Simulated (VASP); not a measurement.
# Sb: single point with PBEsol

Crystal: Sb.

```
CELL_PARAMETERS angstrom
0.00000 2.36942 2.36942
2.36942 0.00000 2.36942
2.36942 2.36942 0.00000
ATOMIC_POSITIONS crystal
Sb 0.00000 0.00000 0.00000
```

* Program: VASP 6.6.1
* Task: single point
* Functional: PBEsol
* Potentials or basis: VASP PAW PBE potentials, release 64 (Sb)
* Cutoff: 520 eV
* k mesh: 16 × 16 × 16
* Occupations: fermi-dirac, width 0.1 eV
* Spin: no spin polarisation

| Quantity | Value |
| --- | --- |
| Pressure | -1.0 GPa |

Levels at points of the mesh, in eV from the Fermi level:
```
           k point  band 1  band 2  band 3  band 4  band 5  band 6  band 7
(0.00, 0.00, 0.00)  -13.02    5.41    5.41    5.41   10.04   10.04   10.04
(0.50, 0.00, 0.00)   -9.20   -5.90    3.70    3.70    8.27    9.16    9.16
(0.50, 0.50, 0.00)   -7.54   -4.98    0.38    0.38    4.14    4.62   17.73
```

Wall time 22 s on 1 thread of Intel(R) Xeon(R) Platinum 8259CL CPU @ 2.50GHz (Skylake/Cascade Lake), with other jobs on the host, peak memory 0.17 GiB.

Caveat: the PAW data sets were made with another functional, which shifts forces and pressure a little; spin-orbit coupling is left out, which moves the levels of the heavy elements.
